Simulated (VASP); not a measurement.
Wanted: the native input for a VASP 6.6.1 run.

```yaml
Task: electric field gradients
Functional: PBE
Potentials_or_basis: VASP PAW PBE potentials, release 64 (Si, O)
Cutoff: 520 eV
k_mesh: 3 × 3 × 3
Occupations: fermi-dirac, width 0.02 eV
Spin: no spin polarisation
Dipole_correction: no
Further_INCAR_settings: LREAL = Auto; ALGO = Normal; EDIFF = 1e-08; NBANDS = 101
```

The structure of SiO2 lies in POSCAR:

```
SiO2
1.0
    5.1427302150     -5.9969844750      0.0000000000
    5.1427302150      5.9969844750      0.0000000000
    0.0000000000      0.0000000000     10.0661181600
Si O
10 20
Direct
    0.8210784900      0.3911644100      0.3489713500
    0.6088355900      0.1789215100      0.1510286500
    0.3911644100      0.8210784900      0.1510286500
    0.1789215100      0.6088355900      0.3489713500
    0.1789215100      0.6088355900      0.6510286500
    0.3911644100      0.8210784900      0.8489713500
    0.6088355900      0.1789215100      0.8489713500
    0.8210784900      0.3911644100      0.6510286500
    0.5000000000      0.5000000000      0.2500000000
    0.5000000000      0.5000000000      0.7500000000
    0.6704298200      0.5096419200      0.3406741600
    0.4903580800      0.3295701800      0.1593258400
    0.5096419200      0.6704298200      0.1593258400
    0.3295701800      0.4903580800      0.3406741600
    0.3295701800      0.4903580800      0.6593258400
    0.5096419200      0.6704298200      0.8406741600
    0.4903580800      0.3295701800      0.8406741600
    0.6704298200      0.5096419200      0.6593258400
    0.8378006300      0.3265787100      0.5000000000
    0.6734212900      0.1621993700      0.0000000000
    0.3265787100      0.8378006300      0.0000000000
    0.1621993700      0.6734212900      0.5000000000
    0.7705709500      0.2294290500      0.2500000000
    0.2294290500      0.7705709500      0.2500000000
    0.2294290500      0.7705709500      0.7500000000
    0.7705709500      0.2294290500      0.7500000000
    0.0000000000      0.5000000000      0.3020924800
    0.5000000000      0.0000000000      0.1979075200
    0.0000000000      0.5000000000      0.6979075200
    0.5000000000      0.0000000000      0.8020924800
```

The input as run:

INCAR

```
ALGO = Normal ; EDIFF = 1E-8
ENCUT = 520 ; GGA = PE
ISIF = 2 ; ISMEAR = -1
LASPH = T ; LCHARG = F
LEFG = T ; LREAL = Auto
LUSENCCL = F ; LWAVE = F
NBANDS = 101 ; NELM = 60
PREC = Accurate ; SIGMA = 0.02
```

KPOINTS

```
k-points
0
Gamma
  3 3 3
```

Potentials or basis: VASP PAW PBE potentials, release 64 (Si, O).

Launch:

```sh
$ cat potpaw_PBE.64/Si/POTCAR potpaw_PBE.64/O/POTCAR > POTCAR
$ mpirun -np 1 vasp_std > vasp.out
```

Results of the run:

```yaml
Pressure: 3.2 GPa
Largest_force: 0.470 eV/Å
Band_gap_on_the_k_mesh: 5.80 eV
Largest_electric_field_gradient_by_atom: Si -14.2, -21.3 (each value once); O +82.3, +87.2, +84.1, +88.9 (each value once) V/Å²
```

Caveat: the cell stands under pressure; without QUAD_EFG the Cq values of the log hold for a quadrupole moment of 1 mb, not for the nuclei.

Wall time 2.4 min on 1 × NVIDIA H100 80GB with 1 thread of AMD EPYC 7R13 Processor (Zen 3), on a shared host, peak memory 1.7 GiB.
